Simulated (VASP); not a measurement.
Write the native input for VASP 6.6.1 that does the following.

```yaml
Task: single point
Functional: PBE
Potentials_or_basis: VASP PAW PBE potentials, release 64 (Sr_sv, Zr_sv, O)
Cutoff: 520 eV
k_mesh: 6 × 4 × 4
Occupations: gaussian, width 0.1 eV
Spin: no spin polarisation
Dipole_correction: no
Further_INCAR_settings: ALGO = Normal; EDIFF = 1e-06; NBANDS = 25
```

The structure of SrZrO2 lies in POSCAR:

```
SrZrO2
1.0
    2.9549640972      0.0000000000      0.0000000000
    0.0000000000      7.0516467773      0.0000000000
    0.0000000000      0.0000000000      2.9599753232
Sr Zr O
1 1 2
Direct
    0.0000000000      0.0000000000      0.0000000000
    0.5000000000      0.5000000000      0.5000000000
    0.0000000000      0.6660944245      0.0000000000
    0.0000000000      0.3339055755      0.0000000000
```

The cell was generated, and may not be a known phase.

One way to write it, as run:

INCAR

```
SYSTEM = SrZrO2
  PREC = Accurate
  ENCUT = 520
  EDIFF = 1E-6
  ISMEAR = 0
  SIGMA = 0.1
  LREAL = .False.
  LASPH = .True.
  NELM = 60
  ALGO = Normal
  ISIF = 2
  LWAVE = .False.
  LCHARG = .True.
  GGA = PE
  LELF = .True.
  LVHAR = .True.
  NBANDS = 25
```

KPOINTS

```
regular mesh
0
Gamma
  6 4 4
  0 0 0
```

Potentials or basis: VASP PAW PBE potentials, release 64 (Sr_sv, Zr_sv, O).

Run with:

```bash
$ cat potpaw_PBE.64/Sr_sv/POTCAR potpaw_PBE.64/Zr_sv/POTCAR potpaw_PBE.64/O/POTCAR > POTCAR
$ mpirun -np 1 vasp_std > vasp.out
```

Results of the run:

The pressure is 0.6 GPa, the largest force is 0.053 eV/Å and the band gap on the k mesh is zero (bands 17 and 18 overlap by 2.32 eV).

Caveat: the k points lie up to 0.53 Å⁻¹ apart, too coarse for converged energies and pressures of a metal.

It took 51 s on 1 thread of AMD EPYC 7R13 Processor (Zen 3) (shared host), peak memory 0.19 GiB.
